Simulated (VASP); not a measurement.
# NbC4 (I4/mmm) in VASP: further runs

Runs on NbC4. Level: PBE. Tasks: single point.

Program: VASP 6.6.1. These are calculated values, not measurements. Logs are shortened: lines on timing, memory, paths and dates and some standing lists are left out, and cuts for length are marked.

### Step 1. The cell of the first run

Symmetry: I4/mmm, No. 139, tetragonal system. Conventional cell: a = 6.309 Å, b = 6.309 Å, c = 2.589 Å, α = 90.00°, β = 90.00°, γ = 90.00°. Within 3.1 Å of Nb (site symmetry 4/mmm) lie 12 C at 2.36 to 2.49 Å and 2 Nb at 2.59 Å. Within 1.9 Å of C (site symmetry m2m) lie 2 C at 1.40 Å.

### Step 2. Single point, PBE

File INCAR:

```
SYSTEM = NbC4
PREC     = Accurate       ! precision mode
ENCUT    = 520            ! plane-wave cutoff, eV
EDIFF    = 1E-7           ! SCF threshold, eV
ISMEAR   = 0              ! smearing method
SIGMA    = 0.1            ! smearing width, eV
LREAL    = .False.        ! projectors in reciprocal space
LASPH    = .True.         ! aspherical terms in the spheres
NELM     = 60             ! most SCF steps
ALGO     = Normal         ! electronic algorithm
ISIF     = 2              ! what is computed and relaxed
LWAVE    = .False.        ! write WAVECAR
LCHARG   = .True.         ! write CHGCAR
GGA      = PE             ! functional
LELF     = .True.         ! ELF
LVHAR    = .True.       
NBANDS   = 22             ! bands
```

File KPOINTS:

```
Automatic mesh
0
Gamma
  6 6 6
  0 0 0
```

File POSCAR:

```
NbC4
1.0
   -3.1544276916      3.1544276916      1.2946078489
    3.1544276916     -3.1544276916      1.2946078489
    3.1544276916      3.1544276916     -1.2946078489
Nb C
1 4
Direct
    0.0000000000      0.0000000000      0.0000000000
    0.7207032530      0.7207065010      0.4414097540
    0.2792967470      0.2792934990      0.5585902460
    0.7207065010      0.2792967470      0.0000032480
    0.2792934990      0.7207032530      0.9999967520
```

Potentials or basis: VASP PAW PBE potentials, release 64 (Nb_sv, C).

Run with:

```console
cat potpaw_PBE.64/Nb_sv/POTCAR potpaw_PBE.64/C/POTCAR > POTCAR
mpirun -np 1 vasp_std > vasp.out
```

OUTCAR:

```text
SYSTEM = NbC4
   PREC = Accurate
   ENCUT = 520
   EDIFF = 1E-7
   ISMEAR = 0
   LREAL = .False.
   LASPH = .True.
   NELM = 60
   ISIF = 2
   GGA = PE

 ion  position               nearest neighbor table
   1  0.000  0.000  0.000-   2 2.36   3 2.36   2 2.36   3 2.36   5 2.36   4 2.36   5 2.36   4 2.36
                             5 2.49   4 2.49   2 2.49   3 2.49
   2  0.721  0.721  0.441-   3 1.40   3 1.40   1 2.36   1 2.36   1 2.49
   3  0.279  0.279  0.559-   2 1.40   2 1.40   1 2.36   1 2.36   1 2.49
   4  0.721  0.279  0.000-   5 1.40   5 1.40   1 2.36   1 2.36   1 2.49
   5  0.279  0.721  1.000-   4 1.40   4 1.40   1 2.36   1 2.36   1 2.49

  LATTYP: Found a body centered tetragonal cell.
 ALAT       =     6.3088553832
 C/A-ratio  =     0.4104097400

  Lattice vectors:

 A1 = (  -3.1544276916,   3.1544276916,   1.2946078489)
 A2 = (   3.1544276916,  -3.1544276916,   1.2946078489)
 A3 = (   3.1544276916,   3.1544276916,  -1.2946078489)

Analysis of symmetry for initial positions (statically):
=====================================================================
 Subroutine PRICEL returns:
 Original cell was already a primitive cell.

 Routine SETGRP: Setting up the symmetry group for a
 body centered tetragonal supercell.

 Subroutine GETGRP returns: Found 16 space group operations
 (whereof 16 operations were pure point group operations)
 out of a pool of 16 trial point group operations.

The static configuration has the point symmetry D_4h.

Analysis of symmetry for dynamics (positions and initial velocities):
=====================================================================
 Subroutine PRICEL returns:
 Original cell was already a primitive cell.

 Routine SETGRP: Setting up the symmetry group for a
 body centered tetragonal supercell.

 Subroutine GETGRP returns: Found 16 space group operations
 (whereof 16 operations were pure point group operations)
 out of a pool of 16 trial point group operations.

The dynamic configuration has the point symmetry D_4h.

 Subroutine INISYM returns: Found 16 space group operations
 (whereof 16 operations are pure point group operations),
 and found     1 'primitive' translations

----------------------------------------------------------------------------------------

                                     Primitive cell

  volume of cell :      51.5275

  direct lattice vectors                    reciprocal lattice vectors
    -3.154427692  3.154427692  1.294607849     0.000000000  0.158507358  0.386217340
     3.154427692 -3.154427692  1.294607849     0.158507358  0.000000000  0.386217340
     3.154427692  3.154427692 -1.294607849     0.158507358  0.158507358  0.000000000

  length of vectors
     4.645087470  4.645087470  4.645087470     0.417478642  0.417478642  0.224163256

  position of ions in fractional coordinates (direct lattice)
     0.000000000  0.000000000  0.000000000
     0.720703253  0.720706501  0.441409754
     0.279296747  0.279293499  0.558590246
     0.720706501  0.279296747  0.000003248
     0.279293499  0.720703253  0.999996752

  ion indices of the primitive-cell ions
   primitive index   ion index
                 1           1
                 2           2
                 3           3
                 4           4
                 5           5

----------------------------------------------------------------------------------------

 KPOINTS: Automatic mesh

Automatic generation of k-mesh.
 Grid dimensions read from file:
 generate k-points for:    6    6    6

 Generating k-lattice:

  Cartesian coordinates                     Fractional coordinates (reciprocal lattice)
     0.000000000  0.026417893  0.064369557     0.166666667  0.000000000 -0.000000000
     0.026417893  0.000000000  0.064369557     0.000000000  0.166666667 -0.000000000
     0.026417893  0.026417893  0.000000000     0.000000000  0.000000000  0.166666667

  Length of vectors
     0.069579774  0.069579774  0.037360543

  Shift w.r.t. Gamma in fractional coordinates (k-lattice)
     0.000000000  0.000000000  0.000000000

 Subroutine IBZKPT returns following result:
 ===========================================

 Found     30 irreducible k-points:

 Following reciprocal coordinates:
            Coordinates               Weight
  0.000000  0.000000  0.000000      1.000000
  0.166667 -0.000000  0.000000      8.000000
  0.333333  0.000000  0.000000      8.000000
  0.500000 -0.000000  0.000000      4.000000
  0.166667  0.166667  0.000000      8.000000
  0.333333  0.166667 -0.000000     16.000000
[... 16 lines left out ...]
 -0.333333 -0.333333  0.166667      8.000000
 -0.166667 -0.333333  0.166667      8.000000
 [... further k-points ...]
   k-points           NKPTS =     30   k-points in BZ     NKDIM =     30   number of bands    NBANDS=     22
   number of dos      NEDOS =    301   number of ions     NIONS =      5
   total plane-waves  NPLWV =  46656
   dimension x,y,z NGX =    36 NGY =   36 NGZ =   36
   dimension x,y,z NGXF=    72 NGYF=   72 NGZF=   72
   ions per type =               1   4
   NGX,Y,Z   is equivalent  to a cutoff of  12.88, 12.88, 12.88 a.u.
   NGXF,Y,Z  is equivalent  to a cutoff of  25.77, 25.77, 25.77 a.u.
 SYSTEM =  NbC4
   PREC   = accura    normal or accurate (medium, high low for compatibility)
   ISTART =      0    job   : 0-new  1-cont  2-samecut
   ICHARG =      2    charge: 1-file 2-atom 10-const
   ISPIN  =      1    spin polarized calculation?
   LNONCOLLINEAR =      F non collinear calculations
   LSORBIT =      F    spin-orbit coupling
   LASPH  =      T    aspherical Exc in radial PAW
   ENCUT  =  520.0 eV  38.22 Ry    6.18 a.u.   8.64  8.64  8.64*2*pi/ulx,y,z
   NELM   =     60;   NELMIN=  2; NELMDL= -5     # of ELM steps
   EDIFF  = 0.1E-06   stopping-criterion for ELM
   LREAL  =      F    real-space projection
   EDIFFG = 0.1E-05   stopping-criterion for IOM
   NSW    =      0    number of steps for IOM
   IBRION =     -1    ionic relax: 0-MD 1-quasi-New 2-CG
   NFREE  =      0    steps in history (QN), initial steepest desc. (CG)
   ISIF   =      2    stress and relaxation
   ISYM   =      2    0-nonsym 1-usesym 2-fastsym
   POTIM  = 0.5000    time-step for ionic-motion
   TEBEG  =    0.0;   TEEND  =   0.0 temperature during run
   PSTRESS=    0.0 pullay stress
   NELECT =      29.0000    total number of electrons
   NUPDOWN=      -1.0000    fix difference up-down
   EMIN   =  10.00;   EMAX   =-10.00  energy-range for DOS
   EFERMI =   0.00;   METHOD = LEGACY
   ISMEAR =     0;   SIGMA  =   0.10  broadening in eV -4-tet -1-fermi 0-gaus
   EFERMI_NEDOS =   21; number of points for ismear=-14 and -15
   IALGO  =     38    algorithm
   IMIX   =      4    mixing-type and parameters
     AMIX     =   0.40;   BMIX     =  1.00
     AMIX_MAG =   1.60;   BMIX_MAG =  1.00
  volume/ion in A,a.u.               =      10.31        69.54
  Fermi-wavevector in a.u.,A,eV,Ry     =   1.351640  2.554229 24.856901  1.826931
  Thomas-Fermi vector in A             =   2.479045
   LORBIT       =      0    0 simple, 1 ext, 2 COOP (PROOUT), +10 PAW based schemes
   GGA     = PE    functional components
   LHFCALC =     F    Hartree Fock is set to
   AEXX    =    0.0000 exact exchange contribution
   IVDW    =     0    specifies the selected vdW correction
   LEPSILON=     F    determine dielectric tensor
   LRPA    =     F    only Hartree local field effects (RPA)
 non-spin polarized calculation
 Gauss-broadening in eV      SIGMA  =   0.10
  energy-cutoff  :      520.00
  volume of cell :       51.53
 maximum number of plane-waves:      1412
 NGX is ok and might be reduce to    36
   NGX = 17   NGY = 17   NGZ = 17

 number of electron      29.0000003 magnetization

 Free energy of the ion-electron system (eV)
  ---------------------------------------------------
  ext. energy  EPLUGINS =         0.00000000
  ---------------------------------------------------
  free energy    TOTEN  =       -43.52817185 eV

  energy without entropy =      -43.52581801  energy(sigma->0) =      -43.52699493

 E-fermi :   8.1130     XC(G=0): -11.2159

 val. band max:        7.9273023893   @ k =   0.5000  -0.0000   0.0000
 cond. band min:       8.1408381025   @ k =   0.3333   0.0000   0.0000
 fundamental gap:      0.2135357132
 Fermi energy:         8.1130401371

 k-point     1 :       0.0000    0.0000    0.0000
  band No.  band energies     occupation
      1     -48.2355      2.00000
      2     -24.4568      2.00000
      3     -24.4568      2.00000
      4     -23.0853      2.00000
      5     -10.2609      2.00000
      6      -9.3904      2.00000
[... 14 lines left out ...]
     21      13.4515      0.00000
     22      14.3704      0.00000

 k-point     2 :       0.1667   -0.0000    0.0000
  band No.  band energies     occupation
      1     -48.1621      2.00000
      2     -24.3855      2.00000
      3     -24.3855      2.00000
      4     -23.6459      2.00000
      5      -9.7588      2.00000
      6      -8.9910      2.00000
[... 14 lines left out ...]
     21      13.4500      0.00000
     22      14.7720      0.00000

 k-point     3 :       0.3333    0.0000    0.0000
  band No.  band energies     occupation
      1     -48.0114      2.00000
      2     -24.6742      2.00000
      3     -24.2391      2.00000
      4     -24.2391      2.00000
      5      -8.3755      2.00000
      6      -7.8444      2.00000
[... 14 lines left out ...]
     21      12.3687      0.00000
     22      15.4225      0.00000
[... 476 lines left out ...]
 k-point    23 :      -0.3333   -0.3333    0.1667
  band No.  band energies     occupation
      1     -48.0112      2.00000
      2     -24.6745      2.00000
      3     -24.2523      2.00000
      4     -24.2476      2.00000
      5      -7.9390      2.00000
      6      -7.8560      2.00000
[... 14 lines left out ...]
     21      13.7599      0.00000
     22      17.1180      0.00000

 k-point    24 :      -0.1667   -0.3333    0.1667
  band No.  band energies     occupation
      1     -47.9340      2.00000
      2     -25.1514      2.00000
      3     -24.1639      2.00000
      4     -24.1639      2.00000
      5      -6.5195      2.00000
      6      -6.1884      2.00000
[... 14 lines left out ...]
     21      12.6645      0.00000
     22      17.2909      0.00000

 [... further k-points ...]
[... 5 lines left out ...]
  --------------------------------------------------------------------------------------
  -------------------------------------------------------------------------------------
  Total       -0.0328202     -0.0328202      0.1625662      0.0000000      0.0000000      0.0000000
  in kB       -1.0205000     -1.0205000      5.0547693      0.0000000      0.0000000      0.0000000
  external PRESSURE =       1.0045897 kB  Pullay stress =       0.0000000 kB

 VOLUME and BASIS-vectors are now :
 -----------------------------------------------------------------------------
  energy-cutoff  :      520.00
  volume of cell :       51.53
      direct lattice vectors                 reciprocal lattice vectors
    -3.154427692  3.154427692  1.294607849     0.000000000  0.158507358  0.386217340
     3.154427692 -3.154427692  1.294607849     0.158507358  0.000000000  0.386217340
     3.154427692  3.154427692 -1.294607849     0.158507358  0.158507358  0.000000000

 POSITION                                       TOTAL-FORCE (eV/Angst)
 -----------------------------------------------------------------------------------
      0.00000      0.00000      0.00000        -0.000000      0.000000     -0.000000
      1.39241      1.39238      1.29461        -0.017176     -0.017176      0.000000
      1.76202      1.76204     -0.00000         0.017176      0.017176     -0.000000
     -1.39238      1.39241      1.29461         0.017176     -0.017176     -0.000000
      4.54681      1.76202      0.00000        -0.017176      0.017176     -0.000000
 -----------------------------------------------------------------------------------
    total drift:                                0.000000      0.000000     -0.000000

  FREE ENERGIE OF THE ION-ELECTRON SYSTEM (eV)
  ---------------------------------------------------
  free  energy   TOTEN  =       -43.5281718474 eV

  energy  without entropy=      -43.5258180136  energy(sigma->0) =      -43.52699493
```

Run time: 28 s. Hardware: 1 thread of Intel Xeon 6975P-C (Granite Rapids), shared host; peak memory 0.2 GiB.

What came out:

| Property | Result |
| --- | --- |
| Free energy | -43.5282 eV |
| Pressure | 0.1 GPa |
| Largest force | 0.024 eV/Å |

Forces on the atoms (eV/Å):
```
Nb   0.000  0.000  0.000
C   -0.017 -0.017  0.000
C    0.017  0.017  0.000
C    0.017 -0.017  0.000
C   -0.017  0.017  0.000
```

Levels at points of the mesh, in eV from the Fermi level:
```tsv
k point	band 10	band 11	band 12	band 13	band 14	band 15	band 16	band 17	band 18	band 19
(0.00, 0.00, 0.00)	-7.66	-5.19	-5.19	-5.18	-2.16	0.08	1.03	2.92	2.92	4.56
(0.50, 0.00, 0.00)	-6.99	-4.72	-2.58	-2.43	-2.26	-0.59	-0.19	0.92	1.21	2.12
(0.50, 0.50, 0.00)	-6.98	-6.93	-6.43	-4.44	0.31	0.60	1.79	1.96	2.90	4.70
(0.50, 0.50, 0.50)	-7.80	-7.62	-4.42	-3.89	1.06	1.06	1.36	1.78	1.78	4.73
```

Caveat: the k points lie up to 0.44 Å⁻¹ apart.

[end of part 1 of 2]
